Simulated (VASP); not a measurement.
Wanted: the native input for a VASP 6.6.1 run.

| Quantity | Value |
| --- | --- |
| Task | single point |
| Functional | PBEsol |
| Potentials or basis | VASP PAW PBE potentials, release 64 (Ba_sv, Ti_sv, O) |
| Cutoff | 520 eV |
| k mesh | 9 × 9 × 9 |
| Occupations | gaussian, width 0.02 eV |
| Spin | no spin polarisation |
| Dipole correction | no |
| Further INCAR settings | ALGO = Normal; EDIFF = 1e-06; NBANDS = 28 |

The structure of BaTiO3 lies in POSCAR:

```
BaTiO3
1.0
    2.7332976292      1.5780701219      2.2316320605
   -2.7332976292      1.5780701219      2.2316320605
    0.0000000000     -3.1561402440      2.2316320604
Ba Ti O
1 1 3
Direct
    0.0038041920      0.0038041920      0.0038041920
    0.5037381322      0.5037381322      0.5037381322
    0.5038882077      0.5038882077      0.0038812603
    0.0038812603      0.5038882077      0.5038882077
    0.5038882077      0.0038812603      0.5038882077
```

One way to write it, as run:

INCAR

```
PREC     = Accurate       # precision mode
ENCUT    = 520            # plane-wave cutoff, eV
EDIFF    = 1E-6           # SCF threshold, eV
ISMEAR   = 0              # smearing method
SIGMA    = 0.02           # smearing width, eV
LREAL    = False          # projectors in reciprocal space
LASPH    = True           # aspherical terms in the spheres
NELM     = 60             # most SCF steps
ALGO     = Normal         # electronic algorithm
ISIF     = 2              # what is computed and relaxed
LWAVE    = False          # write WAVECAR
LCHARG   = False          # write CHGCAR
GGA      = PS             # functional
NBANDS   = 28             # bands
```

KPOINTS

```
Automatic mesh
0
Gamma
  9 9 9
```

Potentials or basis: VASP PAW PBE potentials, release 64 (Ba_sv, Ti_sv, O).

Run with:

```bash
$ cat potpaw_PBE.64/Ba_sv/POTCAR potpaw_PBE.64/Ti_sv/POTCAR potpaw_PBE.64/O/POTCAR > POTCAR
$ mpirun -np 1 vasp_std > vasp.out
```

Results of the run:

```
Pressure               : 20.0 GPa
Band gap on the k mesh : 1.91 eV
```

Caveat: the cell stands under pressure; the PAW data sets were made with another functional, which shifts forces and pressure a little; spin-orbit coupling is left out, which moves the levels of the heavy elements; an odd mesh through Γ misses points on the zone boundary, where band edges can lie.

Wall time 2.4 min on 1 thread of Intel(R) Xeon(R) Platinum 8259CL CPU @ 2.50GHz (Skylake/Cascade Lake), with other jobs on the host, peak memory 0.26 GiB.
